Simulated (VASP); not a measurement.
Set up this calculation in VASP 6.6.1, as the native input.

| Property | Result |
| --- | --- |
| Task | single point |
| Functional | PBE |
| Potentials or basis | VASP PAW PBE potentials, release 64 (Ba_sv, Ti_sv, O) |
| Cutoff | 520 eV |
| k mesh | 8 × 8 × 8 |
| Occupations | gaussian, width 0.05 eV |
| Spin | no spin polarisation |
| Dipole correction | no |
| Further INCAR settings | ALGO = Normal; EDIFF = 1e-06; NBANDS = 28 |

The structure of BaTiO3 lies in POSCAR:

```
BaTiO3
1.0
    4.0192318613      0.0000000000      0.0000000000
    0.0000000000      4.0192318613      0.0000000000
    0.0000000000      0.0000000000      4.0192813205
Ba Ti O
1 1 3
Direct
    0.0000000000      0.0000000000      0.0000000000
    0.5041550228      0.5000000000      0.5000000000
    0.5000000000      0.5000000000      0.0000000000
    0.5000000000      0.0000000000      0.5000000000
    0.0000000000      0.5000000000      0.5000000000
```

This cell differs from its parent crystal: atom 2 (Ti) moved +0.017 Å along Cartesian [1 0 0].

One way to write it, as run:

INCAR

```
SYSTEM = BaTiO3
  ALGO = Normal
  EDIFF = 1E-6
  ENCUT = 520
  GGA = PE
  ISIF = 2
  ISMEAR = 0
  LASPH = .True.
  LCHARG = .False.
  LREAL = .False.
  LWAVE = .False.
  NBANDS = 28
  NELM = 100
  PREC = Accurate
  SIGMA = 0.05
```

KPOINTS

```
k-points
0
Gamma
  8 8 8
  0 0 0
```

Potentials or basis: VASP PAW PBE potentials, release 64 (Ba_sv, Ti_sv, O).

Run with:

```bash
$ cat potpaw_PBE.64/Ba_sv/POTCAR potpaw_PBE.64/Ti_sv/POTCAR potpaw_PBE.64/O/POTCAR > POTCAR
$ mpirun -np 1 vasp_std > vasp.out
```

Results of the run:

```json
{
  "Pressure": "1.7 GPa",
  "Largest force": "0.096 eV/Å",
  "Band gap on the k mesh": "1.72 eV (least direct gap 1.88 eV)"
}
```

Caveat: the cell differs from its parent crystal (atom 2 (Ti) moved +0.017 Å along Cartesian [1 0 0]); spin-orbit coupling is left out, which moves the levels of the heavy elements.

It took 2.6 min on 1 thread of AMD EPYC 7R43 64-Core Processor (Zen 3) (shared host), peak memory 0.3 GiB.
